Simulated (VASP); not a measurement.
# RbBr (Fm-3m) in VASP: single point with PBEsol

Aim: the single point of RbBr with PBEsol.

Program: VASP 6.6.1. These are calculated values, not measurements. Logs are shortened: lines on timing, memory, paths and dates and some standing lists are left out, and cuts for length are marked.

## (1) The cell of the first run

Symmetry: Fm-3m, No. 225, cubic system. The conventional cell has a = 6.850 Å, b = 6.850 Å, c = 6.850 Å, α = 90.00°, β = 90.00°, γ = 90.00°. Rb (site symmetry m-3m) has 6 Br at 3.42 Å within 4.5 Å. Within 4.5 Å of Br (site symmetry m-3m) lie 6 Rb at 3.42 Å.

## (2) Single point, PBEsol

INCAR reads:

```
SYSTEM = RbBr
PREC     = Accurate       ! precision mode
ENCUT    = 520            ! plane-wave cutoff, eV
EDIFF    = 1E-6           ! SCF threshold, eV
ISMEAR   = -1             ! smearing method
SIGMA    = 0.05           ! smearing width, eV
LREAL    = .False.        ! projectors in reciprocal space
LASPH    = .True.         ! aspherical terms in the spheres
NELM     = 60             ! most SCF steps
ALGO     = Normal         ! electronic algorithm
ISIF     = 2              ! what is computed and relaxed
LWAVE    = .False.        ! write WAVECAR
LCHARG   = .False.        ! write CHGCAR
GGA      = PS             ! functional
NBANDS   = 15             ! bands
```

KPOINTS reads:

```
regular mesh
0
Gamma
  6 6 6
  0 0 0
```

POSCAR reads:

```
RbBr
1.0
    0.0000000000      3.4250000000      3.4250000000
    3.4250000000      0.0000000000      3.4250000000
    3.4250000000      3.4250000000      0.0000000000
Rb Br
1 1
Direct
    0.0000000000      0.0000000000      0.0000000000
    0.5000000000      0.5000000000      0.5000000000
```

Potentials or basis: VASP PAW PBE potentials, release 64 (Rb_sv, Br).

Started as:

```sh
$ cat potpaw_PBE.64/Rb_sv/POTCAR potpaw_PBE.64/Br/POTCAR > POTCAR
$ mpirun -np 1 vasp_std > vasp.out
```

OUTCAR:

```text
SYSTEM = RbBr
   PREC = Accurate
   ENCUT = 520
   EDIFF = 1E-6
   ISMEAR = -1
   LREAL = .False.
   LASPH = .True.
   NELM = 60
   ISIF = 2
   GGA = PS

 ion  position               nearest neighbor table
   1  0.000  0.000  0.000-   2 3.42   2 3.42   2 3.42   2 3.42   2 3.42   2 3.42
   2  0.500  0.500  0.500-   1 3.42   1 3.42   1 3.42   1 3.42   1 3.42   1 3.42

  LATTYP: Found a face centered cubic cell.
 ALAT       =     6.8500000000

  Lattice vectors:

 A1 = (   0.0000000000,   3.4250000000,   3.4250000000)
 A2 = (   3.4250000000,   0.0000000000,   3.4250000000)
 A3 = (   3.4250000000,   3.4250000000,   0.0000000000)

Analysis of symmetry for initial positions (statically):
=====================================================================
 Subroutine PRICEL returns:
 Original cell was already a primitive cell.

 Routine SETGRP: Setting up the symmetry group for a
 face centered cubic supercell.

 Subroutine GETGRP returns: Found 48 space group operations
 (whereof 48 operations were pure point group operations)
 out of a pool of 48 trial point group operations.

The static configuration has the point symmetry O_h .

Analysis of symmetry for dynamics (positions and initial velocities):
=====================================================================
 Subroutine PRICEL returns:
 Original cell was already a primitive cell.

 Routine SETGRP: Setting up the symmetry group for a
 face centered cubic supercell.

 Subroutine GETGRP returns: Found 48 space group operations
 (whereof 48 operations were pure point group operations)
 out of a pool of 48 trial point group operations.

The dynamic configuration has the point symmetry O_h .

 Subroutine INISYM returns: Found 48 space group operations
 (whereof 48 operations are pure point group operations),
 and found     1 'primitive' translations

----------------------------------------------------------------------------------------

                                     Primitive cell

  volume of cell :      80.3548

  direct lattice vectors                    reciprocal lattice vectors
     0.000000000  3.425000000  3.425000000    -0.145985401  0.145985401  0.145985401
     3.425000000  0.000000000  3.425000000     0.145985401 -0.145985401  0.145985401
     3.425000000  3.425000000  0.000000000     0.145985401  0.145985401 -0.145985401

  length of vectors
     4.843681451  4.843681451  4.843681451     0.252854132  0.252854132  0.252854132

  position of ions in fractional coordinates (direct lattice)
     0.000000000  0.000000000  0.000000000
     0.500000000  0.500000000  0.500000000

  ion indices of the primitive-cell ions
   primitive index   ion index
                 1           1
                 2           2

----------------------------------------------------------------------------------------

 KPOINTS: regular mesh

Automatic generation of k-mesh.
 Grid dimensions read from file:
 generate k-points for:    6    6    6

 Generating k-lattice:

  Cartesian coordinates                     Fractional coordinates (reciprocal lattice)
    -0.024330900  0.024330900  0.024330900     0.166666667  0.000000000  0.000000000
     0.024330900 -0.024330900  0.024330900     0.000000000  0.166666667  0.000000000
     0.024330900  0.024330900 -0.024330900     0.000000000  0.000000000  0.166666667

  Length of vectors
     0.042142355  0.042142355  0.042142355

  Shift w.r.t. Gamma in fractional coordinates (k-lattice)
     0.000000000  0.000000000  0.000000000

 Subroutine IBZKPT returns following result:
 ===========================================

 Found     16 irreducible k-points:

 Following reciprocal coordinates:
            Coordinates               Weight
  0.000000  0.000000  0.000000      1.000000
  0.166667  0.000000  0.000000      8.000000
  0.333333  0.000000  0.000000      8.000000
  0.500000  0.000000  0.000000      4.000000
  0.166667  0.166667  0.000000      6.000000
  0.333333  0.166667  0.000000     24.000000
[... 8 lines left out ...]
 -0.333333  0.333333  0.166667     24.000000
 -0.333333  0.500000  0.166667     12.000000
   k-points           NKPTS =     16   k-points in BZ     NKDIM =     16   number of bands    NBANDS=     15
   number of dos      NEDOS =    301   number of ions     NIONS =      2
   total plane-waves  NPLWV =  46656
   dimension x,y,z NGX =    36 NGY =   36 NGZ =   36
   dimension x,y,z NGXF=    72 NGYF=   72 NGZF=   72
   ions per type =               1   1
   NGX,Y,Z   is equivalent  to a cutoff of  12.36, 12.36, 12.36 a.u.
   NGXF,Y,Z  is equivalent  to a cutoff of  24.71, 24.71, 24.71 a.u.
 SYSTEM =  RbBr
   PREC   = accura    normal or accurate (medium, high low for compatibility)
   ISTART =      0    job   : 0-new  1-cont  2-samecut
   ICHARG =      2    charge: 1-file 2-atom 10-const
   ISPIN  =      1    spin polarized calculation?
   LNONCOLLINEAR =      F non collinear calculations
   LSORBIT =      F    spin-orbit coupling
   LASPH  =      T    aspherical Exc in radial PAW
   ENCUT  =  520.0 eV  38.22 Ry    6.18 a.u.   9.01  9.01  9.01*2*pi/ulx,y,z
   NELM   =     60;   NELMIN=  2; NELMDL= -5     # of ELM steps
   EDIFF  = 0.1E-05   stopping-criterion for ELM
   LREAL  =      F    real-space projection
   EDIFFG = 0.1E-04   stopping-criterion for IOM
   NSW    =      0    number of steps for IOM
   IBRION =     -1    ionic relax: 0-MD 1-quasi-New 2-CG
   NFREE  =      0    steps in history (QN), initial steepest desc. (CG)
   ISIF   =      2    stress and relaxation
   ISYM   =      2    0-nonsym 1-usesym 2-fastsym
   POTIM  = 0.5000    time-step for ionic-motion
   TEBEG  =    0.0;   TEEND  =   0.0 temperature during run
   PSTRESS=    0.0 pullay stress
   NELECT =      16.0000    total number of electrons
   NUPDOWN=      -1.0000    fix difference up-down
   EMIN   =  10.00;   EMAX   =-10.00  energy-range for DOS
   EFERMI =   0.00;   METHOD = LEGACY
   ISMEAR =    -1;   SIGMA  =   0.05  broadening in eV -4-tet -1-fermi 0-gaus
   EFERMI_NEDOS =   21; number of points for ismear=-14 and -15
   IALGO  =     38    algorithm
   IMIX   =      4    mixing-type and parameters
     AMIX     =   0.40;   BMIX     =  1.00
     AMIX_MAG =   1.60;   BMIX_MAG =  1.00
  volume/ion in A,a.u.               =      40.18       271.13
  Fermi-wavevector in a.u.,A,eV,Ry     =   0.955970  1.806521 12.434073  0.913879
  Thomas-Fermi vector in A             =   2.084856
   LORBIT       =      0    0 simple, 1 ext, 2 COOP (PROOUT), +10 PAW based schemes
   GGA     = PS    functional components
   LHFCALC =     F    Hartree Fock is set to
   AEXX    =    0.0000 exact exchange contribution
   IVDW    =     0    specifies the selected vdW correction
   LEPSILON=     F    determine dielectric tensor
   LRPA    =     F    only Hartree local field effects (RPA)
 non-spin polarized calculation
  energy-cutoff  :      520.00
  volume of cell :       80.35
 maximum number of plane-waves:      2200
   NGX = 17   NGY = 17   NGZ = 17

 number of electron      15.9999999 magnetization

 Free energy of the ion-electron system (eV)
  ---------------------------------------------------
  ext. energy  EPLUGINS =         0.00000000
  ---------------------------------------------------
  free energy    TOTEN  =        -6.35538869 eV

  energy without entropy =       -6.35538869  energy(sigma->0) =       -6.35538869

 E-fermi :  -0.7611     XC(G=0):  -7.4126

 val. band max:       -1.8386726425   @ k =   0.0000   0.0000   0.0000
 cond. band min:       2.3768733719   @ k =   0.0000   0.0000   0.0000
 fundamental gap:      4.2155460145
 Fermi energy:        -0.7610870731

 k-point     1 :       0.0000    0.0000    0.0000
  band No.  band energies     occupation
      1     -26.1902      2.00000
      2     -14.0336      2.00000
      3     -10.2779      2.00000
      4     -10.2779      2.00000
      5     -10.2779      2.00000
      6      -1.8387      2.00000
      7      -1.8387      2.00000
      8      -1.8387      2.00000
      9       2.3769      0.00000
     10       5.3618      0.00000
     11       5.3618      0.00000
     12       5.3618      0.00000
     13       6.2542      0.00000
     14       6.2542      0.00000
     15       8.9698      0.00000

 k-point     2 :       0.1667    0.0000    0.0000
  band No.  band energies     occupation
      1     -26.1878      2.00000
      2     -14.0443      2.00000
      3     -10.2799      2.00000
      4     -10.2799      2.00000
      5     -10.2663      2.00000
      6      -2.1552      2.00000
      7      -1.9365      2.00000
      8      -1.9365      2.00000
      9       3.0273      0.00000
     10       5.2151      0.00000
     11       5.6930      0.00000
     12       5.6930      0.00000
     13       6.6653      0.00000
     14       6.6653      0.00000
     15       9.9874      0.00000

 k-point     3 :       0.3333    0.0000    0.0000
  band No.  band energies     occupation
      1     -26.1828      2.00000
      2     -14.0654      2.00000
      3     -10.2838      2.00000
      4     -10.2838      2.00000
      5     -10.2433      2.00000
      6      -2.6513      2.00000
      7      -2.1191      2.00000
      8      -2.1191      2.00000
      9       4.2782      0.00000
     10       5.3638      0.00000
     11       6.6155      0.00000
     12       6.6155      0.00000
     13       7.6888      0.00000
     14       7.6888      0.00000
     15       9.6946      0.00000

 k-point     4 :       0.5000    0.0000    0.0000
  band No.  band energies     occupation
      1     -26.1804      2.00000
      2     -14.0759      2.00000
      3     -10.2858      2.00000
      4     -10.2858      2.00000
      5     -10.2318      2.00000
      6      -2.8587      2.00000
      7      -2.2047      2.00000
      8      -2.2047      2.00000
      9       4.8353      0.00000
     10       5.7787      0.00000
     11       7.6006      0.00000
     12       7.6006      0.00000
     13       8.2348      0.00000
     14       8.2348      0.00000
     15       9.0055      0.00000
[... 163 lines left out ...]
 k-point    14 :       0.5000    0.3333    0.1667
  band No.  band energies     occupation
      1     -26.1798      2.00000
      2     -14.0316      2.00000
      3     -10.3602      2.00000
      4     -10.3360      2.00000
      5     -10.2723      2.00000
      6      -2.5426      2.00000
      7      -2.1636      2.00000
      8      -2.0726      2.00000
      9       4.6029      0.00000
     10       4.9173      0.00000
     11       6.8945      0.00000
     12       7.5622      0.00000
     13       7.6834      0.00000
     14       8.0028      0.00000
     15       9.0619      0.00000

 k-point    15 :      -0.3333    0.3333    0.1667
  band No.  band energies     occupation
      1     -26.1782      2.00000
      2     -14.0244      2.00000
      3     -10.3800      2.00000
      4     -10.3716      2.00000
      5     -10.2603      2.00000
      6      -2.5008      2.00000
      7      -2.1990      2.00000
      8      -2.1757      2.00000
      9       5.0774      0.00000
     10       5.3033      0.00000
     11       6.6247      0.00000
     12       6.8832      0.00000
     13       8.3321      0.00000
     14       9.0051      0.00000
     15       9.0985      0.00000

 k-point    16 :      -0.3333    0.5000    0.1667
  band No.  band energies     occupation
      1     -26.1776      2.00000
      2     -13.9999      2.00000
      3     -10.4393      2.00000
      4     -10.3817      2.00000
      5     -10.2832      2.00000
      6      -2.2676      2.00000
      7      -2.2637      2.00000
      8      -2.1095      2.00000
      9       4.3616      0.00000
     10       5.9308      0.00000
     11       6.0367      0.00000
     12       7.0279      0.00000
     13       8.0997      0.00000
     14       9.0231      0.00000
     15       9.4436      0.00000

------------------------ aborting loop because EDIFF is reached ----------------------------------------

  FORCE on cell =-STRESS in cart. coord.  units (eV):
  Direction    XX          YY          ZZ          XY          YZ          ZX
  --------------------------------------------------------------------------------------
  -------------------------------------------------------------------------------------
  Total       -0.0007076     -0.0007076     -0.0007076      0.0000000      0.0000000     -0.0000000
  in kB       -0.0141078     -0.0141078     -0.0141078      0.0000000      0.0000000     -0.0000000
  external PRESSURE =      -0.0141078 kB  Pullay stress =       0.0000000 kB

 VOLUME and BASIS-vectors are now :
 -----------------------------------------------------------------------------
  energy-cutoff  :      520.00
  volume of cell :       80.35
      direct lattice vectors                 reciprocal lattice vectors
     0.000000000  3.425000000  3.425000000    -0.145985401  0.145985401  0.145985401
     3.425000000  0.000000000  3.425000000     0.145985401 -0.145985401  0.145985401
     3.425000000  3.425000000  0.000000000     0.145985401  0.145985401 -0.145985401

 POSITION                                       TOTAL-FORCE (eV/Angst)
 -----------------------------------------------------------------------------------
      0.00000      0.00000      0.00000         0.000000     -0.000000      0.000000
      3.42500      3.42500      3.42500        -0.000000      0.000000     -0.000000
 -----------------------------------------------------------------------------------
    total drift:                                0.000000      0.000000      0.000000

  FREE ENERGIE OF THE ION-ELECTRON SYSTEM (eV)
  ---------------------------------------------------
  free  energy   TOTEN  =        -6.3553886890 eV

  energy  without entropy=       -6.3553886889  energy(sigma->0) =       -6.35538869
```

It took 45 s on 1 thread of AMD EPYC 7R13, shared host; peak memory 0.18 GiB.

What came out:

```yaml
Free_energy: -6.3554 eV
Pressure: 0.0 GPa
Band_gap_on_the_k_mesh: 4.22 eV, direct
```

Caveat: the PAW data sets were made with another functional, which shifts forces and pressure a little.
